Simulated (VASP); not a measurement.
# Pt (Fm-3m) in VASP: single point with PBE

Aim: the single point of Pt with PBE.

All numbers are computed with VASP 6.6.1; they aren't measurements. Logs are shortened: lines on timing, memory, paths and dates and some standing lists are left out, and cuts for length are marked.

**1. The cell of the first run**

It takes space group Fm-3m (No. 225, cubic). The conventional cell has a = 3.970 Å, b = 3.970 Å, c = 3.970 Å, α = 90.00°, β = 90.00°, γ = 90.00°. Pt (site symmetry m-3m) has 12 Pt at 2.81 Å within 3.7 Å.

**2. Single point, PBE**

The input, INCAR:

```
SYSTEM = Pt
PREC = Accurate ; ENCUT = 520
EDIFF = 1E-6 ; ISMEAR = 0
SIGMA = 0.1 ; LREAL = .FALSE.
LASPH = .TRUE. ; NELM = 80
ALGO = Fast ; ISIF = 2
LWAVE = .FALSE. ; LCHARG = .FALSE.
GGA = PE ; NBANDS = 22
```

The input, KPOINTS:

```
regular mesh
0
G
  15 15 8
  0 0 0
```

The input, POSCAR:

```
Pt
1.0
    2.8072945027      0.0000000000      0.0000000000
   -1.4036472513      2.4311883552      0.0000000000
    0.0000000000      0.0000000000      6.8764390892
Pt
3
Direct
    0.0000000000      0.0000000000      0.0000000000
    0.3333333333      0.6666666667      0.3333333333
    0.6666666667      0.3333333333      0.6666666667
```

Potentials or basis: VASP PAW PBE potentials, release 64 (Pt).

Started as:

```
> cat potpaw_PBE.64/Pt/POTCAR > POTCAR
> mpirun -np 1 vasp_std > vasp.out
```

OUTCAR:

```text
SYSTEM = Pt
   PREC = Accurate
   ENCUT = 520
   EDIFF = 1E-6
   ISMEAR = 0
   LREAL = .FALSE.
   LASPH = .TRUE.
   NELM = 80
   ISIF = 2
   GGA = PE

 ion  position               nearest neighbor table
   1  0.000  0.000  0.000-   2 2.81   3 2.81   2 2.81   3 2.81   3 2.81   2 2.81
   2  0.333  0.667  0.333-   1 2.81   1 2.81   1 2.81   3 2.81   3 2.81   3 2.81
   3  0.667  0.333  0.667-   1 2.81   1 2.81   1 2.81   2 2.81   2 2.81   2 2.81

  LATTYP: Found a hexagonal cell.
 ALAT       =     2.8072945027
 C/A-ratio  =     2.4494897427

  Lattice vectors:

 A1 = (   2.8072945027,   0.0000000000,   0.0000000000)
 A2 = (  -1.4036472513,   2.4311883552,   0.0000000000)
 A3 = (   0.0000000000,   0.0000000000,   6.8764390892)

Analysis of symmetry for initial positions (statically):
=====================================================================
 Subroutine PRICEL returns following result:

  LATTYP: Found a face centered cubic cell.
 ALAT       =     3.9701139588

  Lattice vectors:

 A1 = (   1.4036472512,  -0.8103961183,   2.2921463628)
 A2 = (  -0.0000000001,   1.6207922369,   2.2921463628)
 A3 = (  -1.4036472511,  -0.8103961186,   2.2921463635)

   3 primitive cells build up your supercell.

 Routine SETGRP: Setting up the symmetry group for a
 hexagonal supercell.

 Subroutine GETGRP returns: Found 12 space group operations
 (whereof 12 operations were pure point group operations)
 out of a pool of 24 trial point group operations.

The static configuration has the point symmetry D_3d.

Analysis of symmetry for dynamics (positions and initial velocities):
=====================================================================
 Subroutine PRICEL returns following result:

  LATTYP: Found a face centered cubic cell.
 ALAT       =     3.9701139588

  Lattice vectors:

 A1 = (   1.4036472512,  -0.8103961183,   2.2921463628)
 A2 = (  -0.0000000001,   1.6207922369,   2.2921463628)
 A3 = (  -1.4036472511,  -0.8103961186,   2.2921463635)

   3 primitive cells build up your supercell.

 Routine SETGRP: Setting up the symmetry group for a
 hexagonal supercell.

 Subroutine GETGRP returns: Found 12 space group operations
 (whereof 12 operations were pure point group operations)
 out of a pool of 24 trial point group operations.

The dynamic configuration has the point symmetry D_3d.

 Subroutine INISYM returns: Found 12 space group operations
 (whereof 12 operations are pure point group operations),
 and found     3 'primitive' translations

----------------------------------------------------------------------------------------

                                     Primitive cell

  volume of cell :      15.6440

  direct lattice vectors                    reciprocal lattice vectors
     1.403647251 -0.810396118  2.292146363     0.356214854 -0.205660742  0.145424105
    -0.000000000  1.620792237  2.292146363    -0.000000000  0.411321483  0.145424105
    -1.403647251 -0.810396119  2.292146364    -0.356214853 -0.205660742  0.145424105

  length of vectors
     2.807294502  2.807294503  2.807294503     0.436272315  0.436272315  0.436272315

  position of ions in fractional coordinates (direct lattice)
     0.000000000  0.000000000  0.000000000

  ion indices of the primitive-cell ions
   primitive index   ion index
                 1           1

----------------------------------------------------------------------------------------

 KPOINTS: regular mesh

Automatic generation of k-mesh.
 Grid dimensions read from file:
 generate k-points for:   15   15    8

 Generating k-lattice:

  Cartesian coordinates                     Fractional coordinates (reciprocal lattice)
     0.023747657  0.013710716  0.000000000     0.066666667  0.000000000  0.000000000
     0.000000000  0.027421432  0.000000000     0.000000000  0.066666667  0.000000000
     0.000000000  0.000000000  0.018178013     0.000000000  0.000000000  0.125000000

  Length of vectors
     0.027421432  0.027421432  0.018178013

  Shift w.r.t. Gamma in fractional coordinates (k-lattice)
     0.000000000  0.000000000  0.000000000

 Subroutine IBZKPT returns following result:
 ===========================================

 Found    192 irreducible k-points:

 Following reciprocal coordinates:
            Coordinates               Weight
  0.000000  0.000000  0.000000      1.000000
  0.066667 -0.000000  0.000000      6.000000
  0.133333  0.000000  0.000000      6.000000
  0.200000 -0.000000  0.000000      6.000000
  0.266667  0.000000  0.000000      6.000000
  0.333333  0.000000  0.000000      6.000000
[... 16 lines left out ...]
  0.333333  0.200000  0.000000     12.000000
  0.400000  0.200000  0.000000      6.000000
 [... further k-points ...]
   k-points           NKPTS =    192   k-points in BZ     NKDIM =    192   number of bands    NBANDS=     22
   number of dos      NEDOS =    301   number of ions     NIONS =      3
   total plane-waves  NPLWV =  31104
   dimension x,y,z NGX =    24 NGY =   24 NGZ =   54
   dimension x,y,z NGXF=    48 NGYF=   48 NGZF=  108
   ions per type =               3
   NGX,Y,Z   is equivalent  to a cutoff of  14.21, 14.21, 13.06 a.u.
   NGXF,Y,Z  is equivalent  to a cutoff of  28.43, 28.43, 26.11 a.u.
 SYSTEM =  Pt
   PREC   = accura    normal or accurate (medium, high low for compatibility)
   ISTART =      0    job   : 0-new  1-cont  2-samecut
   ICHARG =      2    charge: 1-file 2-atom 10-const
   ISPIN  =      1    spin polarized calculation?
   LNONCOLLINEAR =      F non collinear calculations
   LSORBIT =      F    spin-orbit coupling
   LASPH  =      T    aspherical Exc in radial PAW
   ENCUT  =  520.0 eV  38.22 Ry    6.18 a.u.   5.22  5.22 12.79*2*pi/ulx,y,z
   NELM   =     80;   NELMIN=  2; NELMDL= -5     # of ELM steps
   EDIFF  = 0.1E-05   stopping-criterion for ELM
   LREAL  =      F    real-space projection
   EDIFFG = 0.1E-04   stopping-criterion for IOM
   NSW    =      0    number of steps for IOM
   IBRION =     -1    ionic relax: 0-MD 1-quasi-New 2-CG
   NFREE  =      0    steps in history (QN), initial steepest desc. (CG)
   ISIF   =      2    stress and relaxation
   ISYM   =      2    0-nonsym 1-usesym 2-fastsym
   POTIM  = 0.5000    time-step for ionic-motion
   TEBEG  =    0.0;   TEEND  =   0.0 temperature during run
   PSTRESS=    0.0 pullay stress
   NELECT =      30.0000    total number of electrons
   NUPDOWN=      -1.0000    fix difference up-down
   EMIN   =  10.00;   EMAX   =-10.00  energy-range for DOS
   EFERMI =   0.00;   METHOD = LEGACY
   ISMEAR =     0;   SIGMA  =   0.10  broadening in eV -4-tet -1-fermi 0-gaus
   EFERMI_NEDOS =   21; number of points for ismear=-14 and -15
   IALGO  =     68    algorithm
   IMIX   =      4    mixing-type and parameters
     AMIX     =   0.40;   BMIX     =  1.00
     AMIX_MAG =   1.60;   BMIX_MAG =  1.00
  volume/ion in A,a.u.               =      15.64       105.57
  Fermi-wavevector in a.u.,A,eV,Ry     =   1.410236  2.664960 27.058806  1.988766
  Thomas-Fermi vector in A             =   2.532211
   LORBIT       =      0    0 simple, 1 ext, 2 COOP (PROOUT), +10 PAW based schemes
   GGA     = PE    functional components
   LHFCALC =     F    Hartree Fock is set to
   AEXX    =    0.0000 exact exchange contribution
   IVDW    =     0    specifies the selected vdW correction
   LEPSILON=     F    determine dielectric tensor
   LRPA    =     F    only Hartree local field effects (RPA)
 non-spin polarized calculation
 RMM-DIIS sequential band-by-band and
 Gauss-broadening in eV      SIGMA  =   0.10
  energy-cutoff  :      520.00
  volume of cell :       46.93
 maximum number of plane-waves:      1283
 NGX is ok and might be reduce to    24
   NGX = 11   NGY = 11   NGZ = 25

 number of electron      29.9999998 magnetization

 Free energy of the ion-electron system (eV)
  ---------------------------------------------------
  ext. energy  EPLUGINS =         0.00000000
  ---------------------------------------------------
  free energy    TOTEN  =       -18.30728120 eV

  energy without entropy =      -18.27762198  energy(sigma->0) =      -18.29245159

 E-fermi :  10.5763     XC(G=0): -13.2708

 val. band max:       10.5754152942   @ k =   0.4667   0.0000   0.0000
 cond. band min:      10.5777541957   @ k =   0.0000   0.4667   0.3750
 fundamental gap:      0.0023389015
 Fermi energy:        10.5762793302

 k-point     1 :       0.0000    0.0000    0.0000
  band No.  band energies     occupation
      1       0.7635      2.00000
      2       3.4315      2.00000
      3       3.4315      2.00000
      4       7.0052      2.00000
      5       7.0052      2.00000
      6       7.0073      2.00000
[... 14 lines left out ...]
     21      25.3088      0.00000
     22      25.9858      0.00000

 k-point     2 :       0.0667   -0.0000    0.0000
  band No.  band energies     occupation
      1       0.9171      2.00000
      2       3.5751      2.00000
      3       3.5818      2.00000
      4       6.9296      2.00000
      5       7.0693      2.00000
      6       7.0733      2.00000
[... 14 lines left out ...]
     21      25.5439      0.00000
     22      26.1591      0.00000

 k-point     3 :       0.1333    0.0000    0.0000
  band No.  band energies     occupation
      1       1.3627      2.00000
      2       3.9516      2.00000
      3       4.0170      2.00000
      4       6.5583      2.00000
      5       6.7140      2.00000
      6       6.7330      2.00000
[... 14 lines left out ...]
     21      26.1655      0.00000
     22      26.1794      0.00000

 k-point     4 :       0.2000   -0.0000    0.0000
  band No.  band energies     occupation
      1       2.0474      2.00000
      2       4.3601      2.00000
      3       4.6456      2.00000
      4       5.8564      2.00000
      5       6.3099      2.00000
      6       6.4975      2.00000
[... 14 lines left out ...]
     21      24.5095      0.00000
     22      26.1423      0.00000

 k-point     5 :       0.2667    0.0000    0.0000
  band No.  band energies     occupation
      1       2.8569      2.00000
      2       4.4767      2.00000
      3       5.0887      2.00000
      4       5.2459      2.00000
      5       6.2583      2.00000
      6       6.3470      2.00000
[... 14 lines left out ...]
     21      23.0307      0.00000
     22      24.3139      0.00000

 k-point     6 :       0.3333    0.0000    0.0000
  band No.  band energies     occupation
      1       3.5835      2.00000
      2       4.2959      2.00000
      3       4.7895      2.00000
      4       4.9523      2.00000
      5       6.3074      2.00000
      6       6.4389      2.00000
[... 14 lines left out ...]
     21      22.2113      0.00000
     22      23.4063      0.00000

 k-point     7 :       0.4000    0.0000    0.0000
  band No.  band energies     occupation
      1       4.0308      2.00000
      2       4.0579      2.00000
      3       4.4947      2.00000
      4       4.6795      2.00000
      5       6.2603      2.00000
      6       6.7160      2.00000
[... 324 lines left out ...]
      6       6.3253      2.00000
[... 14 lines left out ...]
     21      18.2432      0.00000
     22      21.2863      0.00000

 k-point    21 :       0.2000    0.2000    0.0000
  band No.  band energies     occupation
      1       4.0530      2.00000
      2       5.0579      2.00000
      3       5.0579      2.00000
      4       5.5533      2.00000
      5       5.5533      2.00000
      6       6.1127      2.00000
[... 14 lines left out ...]
     21      22.8540      0.00000
     22      22.8738      0.00000

 k-point    22 :       0.2667    0.2000    0.0000
  band No.  band energies     occupation
      1       4.7196      2.00000
      2       4.7394      2.00000
      3       5.0461      2.00000
      4       5.2868      2.00000
      5       5.7985      2.00000
      6       6.2073      2.00000
[... 14 lines left out ...]
     21      21.4189      0.00000
     22      22.5004      0.00000

 k-point    23 :       0.3333    0.2000    0.0000
  band No.  band energies     occupation
      1       4.5247      2.00000
      2       5.0125      2.00000
      3       5.0614      2.00000
      4       5.1080      2.00000
      5       5.9073      2.00000
      6       6.3187      2.00000
[... 14 lines left out ...]
     21      19.5968      0.00000
     22      21.3293      0.00000

 k-point    24 :       0.4000    0.2000    0.0000
  band No.  band energies     occupation
      1       4.4503      2.00000
      2       5.0457      2.00000
      3       5.0707      2.00000
      4       5.0707      2.00000
      5       6.0684      2.00000
      6       6.0684      2.00000
[... 14 lines left out ...]
     21      17.7552      0.00000
     22      20.6944      0.00000

 [... further k-points ...]

------------------------ aborting loop because EDIFF is reached ----------------------------------------

  FORCE on cell =-STRESS in cart. coord.  units (eV):
  Direction    XX          YY          ZZ          XY          YZ          ZX
  --------------------------------------------------------------------------------------
  -------------------------------------------------------------------------------------
  Total       -0.1666115     -0.1666115     -0.0965059     -0.0000000     -0.0000000      0.0000000
  in kB       -5.6878155     -5.6878155     -3.2945376     -0.0000000     -0.0000000      0.0000000
  external PRESSURE =      -4.8900562 kB  Pullay stress =       0.0000000 kB

 VOLUME and BASIS-vectors are now :
 -----------------------------------------------------------------------------
  energy-cutoff  :      520.00
  volume of cell :       46.93
      direct lattice vectors                 reciprocal lattice vectors
     2.807294503  0.000000000  0.000000000     0.356214853  0.205660742  0.000000000
    -1.403647251  2.431188355  0.000000000     0.000000000  0.411321483  0.000000000
     0.000000000  0.000000000  6.876439089     0.000000000  0.000000000  0.145424105

 POSITION                                       TOTAL-FORCE (eV/Angst)
 -----------------------------------------------------------------------------------
      0.00000      0.00000      0.00000         0.000000     -0.000000      0.000000
     -0.00000      1.62079      2.29215        -0.000000     -0.000000      0.000000
      1.40365      0.81040      4.58429        -0.000000      0.000000     -0.000000
 -----------------------------------------------------------------------------------
    total drift:                               -0.000000      0.000000      0.000000

  FREE ENERGIE OF THE ION-ELECTRON SYSTEM (eV)
  ---------------------------------------------------
  free  energy   TOTEN  =       -18.3072811995 eV

  energy  without entropy=      -18.2776219842  energy(sigma->0) =      -18.29245159
```

Wall time 97 s (1 thread of Intel Xeon Platinum 8559C (Emerald Rapids), shared host); peak memory 0.28 GiB.

What came out:

| Quantity | Value |
| --- | --- |
| Free energy | -18.3073 eV |
| Pressure | -0.5 GPa |
| Band gap on the k mesh | zero (bands 15 and 16 overlap by 1.78 eV) |

Levels at points of the mesh, in eV from the Fermi level:
```
           k point  band 13  band 14  band 15  band 16  band 17  band 18
(0.00, 0.00, 0.00)    -1.54    -1.54    -0.78    -0.78    -0.78    -0.78
(0.00, 0.00, 0.50)    -1.64    -1.64    -1.64    -0.32     0.03     0.03
```

Caveat: spin-orbit coupling is left out, which moves the levels of the heavy elements.
